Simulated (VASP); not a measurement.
A run of VASP 6.6.1 is set up as follows.

INCAR

```
  PREC = Accurate
  ENCUT = 520
  EDIFF = 1E-7
  ISMEAR = 0
  SIGMA = 0.01
  LREAL = F
  LASPH = T
  NELM = 60
  ALGO = Normal
  ISIF = 2
  LWAVE = F
  LCHARG = F
  GGA = PE
  NBANDS = 16
```

KPOINTS

```
regular mesh
0
Gamma
  6 6 6
```

File POSCAR:

```
AgCl
1.0
    0.0000000000      2.7480740091      2.7480740091
    2.7480740091      0.0000000000      2.7480740091
    2.7480740091      2.7480740091      0.0000000000
Ag Cl
1 1
Direct
    0.0000000000      0.0000000000      0.0000000000
    0.5000000000      0.5000000000      0.5000000000
```

Potentials or basis: VASP PAW PBE potentials, release 64 (Ag, Cl).

Run with:

```sh
$ cat potpaw_PBE.64/Ag/POTCAR potpaw_PBE.64/Cl/POTCAR > POTCAR
$ mpirun -np 1 vasp_std > vasp.out
```

Predict the band gap on the k mesh.

0.90 eV, indirect (least direct gap 3.34 eV).

Estimate the pressure.

2.9 GPa.

 A k mesh can miss the band edges.
